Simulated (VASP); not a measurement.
# ZnCu (P4/mmm) in VASP: further runs

The runs below take ZnCu through single point, with PBE.

Everything below comes from runs of VASP 6.6.1. Logs are shortened: lines on timing, memory, paths and dates and some standing lists are left out, and cuts for length are marked.

## Step 1: The cell of the first run

It takes space group P4/mmm (No. 123, tetragonal). The conventional cell has a = 2.754 Å, b = 2.754 Å, c = 3.434 Å, α = 90.00°, β = 90.00°, γ = 90.00°. Within 3.4 Å of Zn (site symmetry 4/mmm) lie 8 Cu at 2.60 Å and 4 Zn at 2.75 Å. Within 3.4 Å of Cu (site symmetry 4/mmm) lie 8 Zn at 2.60 Å and 4 Cu at 2.75 Å.

## Step 2: Single point, PBE

The input, INCAR:

```
SYSTEM = ZnCu
PREC     = Accurate       ! precision mode
ENCUT    = 520            ! plane-wave cutoff, eV
EDIFF    = 1E-6           ! SCF threshold, eV
ISMEAR   = 0              ! smearing method
SIGMA    = 0.1            ! smearing width, eV
LREAL    = .FALSE.        ! projectors in reciprocal space
LASPH    = .TRUE.         ! aspherical terms in the spheres
NELM     = 80             ! most SCF steps
ALGO     = Fast           ! electronic algorithm
ISIF     = 2              ! what is computed and relaxed
LWAVE    = .FALSE.        ! write WAVECAR
LCHARG   = .FALSE.        ! write CHGCAR
GGA      = PE             ! functional
NBANDS   = 18             ! bands
```

The input, KPOINTS:

```
regular mesh
0
G
  16 16 12
  0 0 0
```

The input, POSCAR:

```
ZnCu
1.0
    2.7538924576      0.0000000000      0.0000000000
    0.0000000000      2.7538924576      0.0000000000
    0.0000000000      0.0000000000      3.4340804945
Zn Cu
1 1
Direct
    0.5000000000      0.5000000000      0.5000000000
    0.0000000000      0.0000000000      0.0000000000
```

Potentials or basis: VASP PAW PBE potentials, release 64 (Zn, Cu).

Run with:

```console
cat potpaw_PBE.64/Zn/POTCAR potpaw_PBE.64/Cu/POTCAR > POTCAR
mpirun -np 1 vasp_std > vasp.out
```

OUTCAR:

```text
SYSTEM = ZnCu
   PREC = Accurate
   ENCUT = 520
   EDIFF = 1E-6
   ISMEAR = 0
   LREAL = .FALSE.
   LASPH = .TRUE.
   NELM = 80
   ISIF = 2
   GGA = PE

 ion  position               nearest neighbor table
   1  0.500  0.500  0.500-   2 2.60   2 2.60   2 2.60   2 2.60   2 2.60   2 2.60   2 2.60   2 2.60

   2  0.000  0.000  0.000-   1 2.60   1 2.60   1 2.60   1 2.60   1 2.60   1 2.60   1 2.60   1 2.60

  LATTYP: Found a simple tetragonal cell.
 ALAT       =     2.7538924576
 C/A-ratio  =     1.2469915029

  Lattice vectors:

 A1 = (   2.7538924576,   0.0000000000,   0.0000000000)
 A2 = (   0.0000000000,   2.7538924576,   0.0000000000)
 A3 = (   0.0000000000,   0.0000000000,   3.4340804945)

Analysis of symmetry for initial positions (statically):
=====================================================================
 Subroutine PRICEL returns:
 Original cell was already a primitive cell.

 Routine SETGRP: Setting up the symmetry group for a
 simple tetragonal supercell.

 Subroutine GETGRP returns: Found 16 space group operations
 (whereof 16 operations were pure point group operations)
 out of a pool of 16 trial point group operations.

The static configuration has the point symmetry D_4h.

Analysis of symmetry for dynamics (positions and initial velocities):
=====================================================================
 Subroutine PRICEL returns:
 Original cell was already a primitive cell.

 Routine SETGRP: Setting up the symmetry group for a
 simple tetragonal supercell.

 Subroutine GETGRP returns: Found 16 space group operations
 (whereof 16 operations were pure point group operations)
 out of a pool of 16 trial point group operations.

The dynamic configuration has the point symmetry D_4h.

 Subroutine INISYM returns: Found 16 space group operations
 (whereof 16 operations are pure point group operations),
 and found     1 'primitive' translations

----------------------------------------------------------------------------------------

                                     Primitive cell

  volume of cell :      26.0438

  direct lattice vectors                    reciprocal lattice vectors
     2.753892458  0.000000000  0.000000000     0.363122386  0.000000000  0.000000000
     0.000000000  2.753892458  0.000000000     0.000000000  0.363122386  0.000000000
     0.000000000  0.000000000  3.434080494     0.000000000  0.000000000  0.291198765

  length of vectors
     2.753892458  2.753892458  3.434080494     0.363122386  0.363122386  0.291198765

  position of ions in fractional coordinates (direct lattice)
     0.500000000  0.500000000  0.500000000
     0.000000000  0.000000000  0.000000000

  ion indices of the primitive-cell ions
   primitive index   ion index
                 1           1
                 2           2

----------------------------------------------------------------------------------------

 KPOINTS: regular mesh

Automatic generation of k-mesh.
 Grid dimensions read from file:
 generate k-points for:   16   16   12

 Generating k-lattice:

  Cartesian coordinates                     Fractional coordinates (reciprocal lattice)
     0.022695149  0.000000000  0.000000000     0.062500000  0.000000000  0.000000000
     0.000000000  0.022695149  0.000000000     0.000000000  0.062500000  0.000000000
     0.000000000  0.000000000  0.024266564     0.000000000  0.000000000  0.083333333

  Length of vectors
     0.022695149  0.022695149  0.024266564

  Shift w.r.t. Gamma in fractional coordinates (k-lattice)
     0.000000000  0.000000000  0.000000000

 Subroutine IBZKPT returns following result:
 ===========================================

 Found    315 irreducible k-points:

 Following reciprocal coordinates:
            Coordinates               Weight
  0.000000  0.000000  0.000000      1.000000
  0.062500  0.000000  0.000000      4.000000
  0.125000  0.000000  0.000000      4.000000
  0.187500  0.000000  0.000000      4.000000
  0.250000  0.000000  0.000000      4.000000
  0.312500  0.000000  0.000000      4.000000
[... 16 lines left out ...]
  0.437500  0.125000  0.000000      8.000000
  0.500000  0.125000  0.000000      4.000000
 [... further k-points ...]
   k-points           NKPTS =    315   k-points in BZ     NKDIM =    315   number of bands    NBANDS=     18
   number of dos      NEDOS =    301   number of ions     NIONS =      2
   total plane-waves  NPLWV =  11200
   dimension x,y,z NGX =    20 NGY =   20 NGZ =   28
   dimension x,y,z NGXF=    40 NGYF=   40 NGZF=   56
   ions per type =               1   1
   NGX,Y,Z   is equivalent  to a cutoff of  12.07, 12.07, 13.55 a.u.
   NGXF,Y,Z  is equivalent  to a cutoff of  24.15, 24.15, 27.11 a.u.
 SYSTEM =  ZnCu
   PREC   = accura    normal or accurate (medium, high low for compatibility)
   ISTART =      0    job   : 0-new  1-cont  2-samecut
   ICHARG =      2    charge: 1-file 2-atom 10-const
   ISPIN  =      1    spin polarized calculation?
   LNONCOLLINEAR =      F non collinear calculations
   LSORBIT =      F    spin-orbit coupling
   LASPH  =      T    aspherical Exc in radial PAW
   ENCUT  =  520.0 eV  38.22 Ry    6.18 a.u.   5.12  5.12  6.39*2*pi/ulx,y,z
   NELM   =     80;   NELMIN=  2; NELMDL= -5     # of ELM steps
   EDIFF  = 0.1E-05   stopping-criterion for ELM
   LREAL  =      F    real-space projection
   EDIFFG = 0.1E-04   stopping-criterion for IOM
   NSW    =      0    number of steps for IOM
   IBRION =     -1    ionic relax: 0-MD 1-quasi-New 2-CG
   NFREE  =      0    steps in history (QN), initial steepest desc. (CG)
   ISIF   =      2    stress and relaxation
   ISYM   =      2    0-nonsym 1-usesym 2-fastsym
   POTIM  = 0.5000    time-step for ionic-motion
   TEBEG  =    0.0;   TEEND  =   0.0 temperature during run
   PSTRESS=    0.0 pullay stress
   NELECT =      23.0000    total number of electrons
   NUPDOWN=      -1.0000    fix difference up-down
   EMIN   =  10.00;   EMAX   =-10.00  energy-range for DOS
   EFERMI =   0.00;   METHOD = LEGACY
   ISMEAR =     0;   SIGMA  =   0.10  broadening in eV -4-tet -1-fermi 0-gaus
   EFERMI_NEDOS =   21; number of points for ismear=-14 and -15
   IALGO  =     68    algorithm
   IMIX   =      4    mixing-type and parameters
     AMIX     =   0.40;   BMIX     =  1.00
     AMIX_MAG =   1.60;   BMIX_MAG =  1.00
  volume/ion in A,a.u.               =      13.02        87.88
  Fermi-wavevector in a.u.,A,eV,Ry     =   1.570662  2.968120 33.565273  2.466978
  Thomas-Fermi vector in A             =   2.672362
   LORBIT       =      0    0 simple, 1 ext, 2 COOP (PROOUT), +10 PAW based schemes
   GGA     = PE    functional components
   LHFCALC =     F    Hartree Fock is set to
   AEXX    =    0.0000 exact exchange contribution
   IVDW    =     0    specifies the selected vdW correction
   LEPSILON=     F    determine dielectric tensor
   LRPA    =     F    only Hartree local field effects (RPA)
 non-spin polarized calculation
 RMM-DIIS sequential band-by-band and
 Gauss-broadening in eV      SIGMA  =   0.10
  energy-cutoff  :      520.00
  volume of cell :       26.04
 maximum number of plane-waves:       724
   NGX = 11   NGY = 11   NGZ = 13

 number of electron      22.9999947 magnetization

 Free energy of the ion-electron system (eV)
  ---------------------------------------------------
  ext. energy  EPLUGINS =         0.00000000
  ---------------------------------------------------
  free energy    TOTEN  =        -5.00919618 eV

  energy without entropy =       -5.00564953  energy(sigma->0) =       -5.00742285

 E-fermi :   5.3275     XC(G=0): -12.2920

 val. band max:        5.3266722694   @ k =   0.5000   0.3125   0.3333
 cond. band min:       5.3339511540   @ k =   0.5000   0.3750   0.2500
 fundamental gap:      0.0072788845
 Fermi energy:         5.3275295441

 k-point     1 :       0.0000    0.0000    0.0000
  band No.  band energies     occupation
      1      -4.8491      2.00000
      2      -2.5520      2.00000
      3      -2.4727      2.00000
      4      -1.8076      2.00000
      5      -1.8076      2.00000
      6      -1.6178      2.00000
[... 10 lines left out ...]
     17      20.2781      0.00000
     18      26.6936      0.00000

 k-point     2 :       0.0625    0.0000    0.0000
  band No.  band energies     occupation
      1      -4.7679      2.00000
      2      -2.5366      2.00000
      3      -2.4569      2.00000
      4      -1.8229      2.00000
      5      -1.8037      2.00000
      6      -1.6282      2.00000
[... 10 lines left out ...]
     17      20.9439      0.00000
     18      25.9188      0.00000

 k-point     3 :       0.1250    0.0000    0.0000
  band No.  band energies     occupation
      1      -4.5266      2.00000
      2      -2.4965      2.00000
      3      -2.4062      2.00000
      4      -1.8660      2.00000
      5      -1.7926      2.00000
      6      -1.6578      2.00000
[... 10 lines left out ...]
     17      22.8981      0.00000
     18      24.1034      0.00000

 k-point     4 :       0.1875    0.0000    0.0000
  band No.  band energies     occupation
      1      -4.1342      2.00000
      2      -2.4434      2.00000
      3      -2.3158      2.00000
      4      -1.9297      2.00000
      5      -1.7759      2.00000
      6      -1.7017      2.00000
[... 375 lines left out ...]
      4      -2.0357      2.00000
      5      -1.8077      2.00000
      6      -1.1818      2.00000
[... 10 lines left out ...]
     17      18.2157      0.00000
     18      19.8725      0.00000

 k-point    23 :       0.4375    0.1250    0.0000
  band No.  band energies     occupation
      1      -2.3052      2.00000
      2      -2.1853      2.00000
      3      -2.1445      2.00000
      4      -2.0624      2.00000
      5      -1.8011      2.00000
      6      -0.4160      2.00000
[... 10 lines left out ...]
     17      16.9696      0.00000
     18      18.4351      0.00000

 k-point    24 :       0.5000    0.1250    0.0000
  band No.  band energies     occupation
      1      -2.2644      2.00000
      2      -2.1998      2.00000
      3      -2.1170      2.00000
      4      -2.0845      2.00000
      5      -1.7988      2.00000
      6       0.1661      2.00000
[... 10 lines left out ...]
     17      16.7640      0.00000
     18      17.3981      0.00000

 [... further k-points ...]

------------------------ aborting loop because EDIFF is reached ----------------------------------------

  FORCE on cell =-STRESS in cart. coord.  units (eV):
  Direction    XX          YY          ZZ          XY          YZ          ZX
  --------------------------------------------------------------------------------------
  -------------------------------------------------------------------------------------
  Total        0.1832055      0.1832055      0.0245468      0.0000000      0.0000000      0.0000000
  in kB       11.2705386     11.2705386      1.5100859      0.0000000      0.0000000      0.0000000
  external PRESSURE =       8.0170544 kB  Pullay stress =       0.0000000 kB

 VOLUME and BASIS-vectors are now :
 -----------------------------------------------------------------------------
  energy-cutoff  :      520.00
  volume of cell :       26.04
      direct lattice vectors                 reciprocal lattice vectors
     2.753892458  0.000000000  0.000000000     0.363122386  0.000000000  0.000000000
     0.000000000  2.753892458  0.000000000     0.000000000  0.363122386  0.000000000
     0.000000000  0.000000000  3.434080494     0.000000000  0.000000000  0.291198765

 POSITION                                       TOTAL-FORCE (eV/Angst)
 -----------------------------------------------------------------------------------
      1.37695      1.37695      1.71704         0.000000      0.000000      0.000000
      0.00000      0.00000      0.00000         0.000000      0.000000      0.000000
 -----------------------------------------------------------------------------------
    total drift:                               -0.000000      0.000000      0.000000

  FREE ENERGIE OF THE ION-ELECTRON SYSTEM (eV)
  ---------------------------------------------------
  free  energy   TOTEN  =        -5.0091961819 eV

  energy  without entropy=       -5.0056495255  energy(sigma->0) =       -5.00742285
```

Wall time 65 s (1 thread of Intel Xeon 6975P-C (Granite Rapids), shared host); peak memory 0.25 GiB.

Results:

```yaml
Free_energy: -5.0092 eV
Pressure: 0.8 GPa
```

Levels at points of the mesh, in eV from the Fermi level:
```
           k point  band 9  band 10  band 11  band 12  band 13  band 14  band 15  band 16
(0.00, 0.00, 0.00)   -2.66    -2.66    -2.47     1.88     6.77     8.95     8.95    13.36
(0.50, 0.00, 0.00)   -3.57    -2.97    -2.72    -1.45     8.50     8.71     9.80    10.68
(0.50, 0.50, 0.00)   -2.92    -2.15    -0.71    -0.71     3.17     3.72    10.98    12.19
(0.00, 0.00, 0.50)   -2.93    -2.93    -2.76    -2.49    12.77    12.77    13.75    13.75
(0.50, 0.00, 0.50)   -2.67    -2.54    -2.33    -1.91     1.15     1.66    16.09    17.53
(0.50, 0.50, 0.50)   -2.61    -2.14     4.00     4.00     4.19     4.26     4.26     5.12
```

[end of part 1 of 3]
